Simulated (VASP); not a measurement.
Here is a VASP 6.6.1 calculation.

INCAR

```
PREC     = Accurate       # precision mode
ENCUT    = 520            # plane-wave cutoff, eV
EDIFF    = 1E-6           # SCF threshold, eV
ISMEAR   = 0              # smearing method
SIGMA    = 0.1            # smearing width, eV
LREAL    = False          # projectors in reciprocal space
LASPH    = True           # aspherical terms in the spheres
NELM     = 100            # most SCF steps
ALGO     = Normal         # electronic algorithm
ISIF     = 2              # what is computed and relaxed
LWAVE    = False          # write WAVECAR
LCHARG   = True           # write CHGCAR
LDIPOL   = True         
IDIPOL   = 3            
DIPOL    = 0.5 0.5 0.302
GGA      = PE             # functional
LELF     = True           # ELF
LVHAR    = True         
LVACPOTAV= True         
NBANDS   = 32             # bands
```

File KPOINTS:

```
Automatic mesh
0
Gamma
  6 6 1
```

POSCAR

```
Al6H
1.0
    5.7143028096      0.0000000000      0.0000000000
   -2.8571514048      4.9487313980      0.0000000000
    0.0000000000      0.0000000000     22.6016424636
Al H
12 2
Direct
    0.3333333333      0.1666666667      0.1769782885
    0.3333333333      0.6666666667      0.1769782885
    0.8333333333      0.1666666667      0.1769782885
    0.8333333333      0.6666666667      0.1769782885
    0.1666666667      0.3333333333      0.2787817904
    0.1666666667      0.8333333333      0.2787817904
    0.6666666667      0.3333333333      0.2787817904
    0.6666666667      0.8333333333      0.2787817904
    0.0000000000      0.0000000000      0.3805759903
    0.0000000000      0.5000000000      0.3805759903
    0.5000000000      0.0000000000      0.3805759903
    0.5000000000      0.5000000000      0.3805759903
    0.2121115019      0.4242230039      0.4429608370
    0.2878884981      0.5757769961      0.4429608370
```

Potentials or basis: VASP PAW PBE potentials, release 64 (Al, H).

Run with:

```sh
$ cat potpaw_PBE.64/Al/POTCAR potpaw_PBE.64/H/POTCAR > POTCAR
$ mpirun -np 1 vasp_std > vasp.out
```

Task: Predict the largest force.

Result: 2.314 eV/Å.

Task: Predict the band gap on the k mesh.

Result: Zero (bands 19 and 20 overlap by 0.91 eV).

Forces on the atoms (eV/Å):
```
Al   0.102 -0.109 -0.117
Al   0.000  0.066 -0.074
Al  -0.102 -0.109 -0.117
Al   0.000  0.131 -0.125
Al   0.000  0.084  0.179
Al  -0.092  0.041 -0.051
Al   0.000  0.040 -0.001
Al   0.092  0.041 -0.051
Al   0.000 -0.060 -0.004
Al  -0.690 -0.038 -0.597
Al   0.000  0.113 -0.072
Al   0.690 -0.038 -0.597
H    0.000 -2.133  0.897
H    0.000  1.969  0.732
```
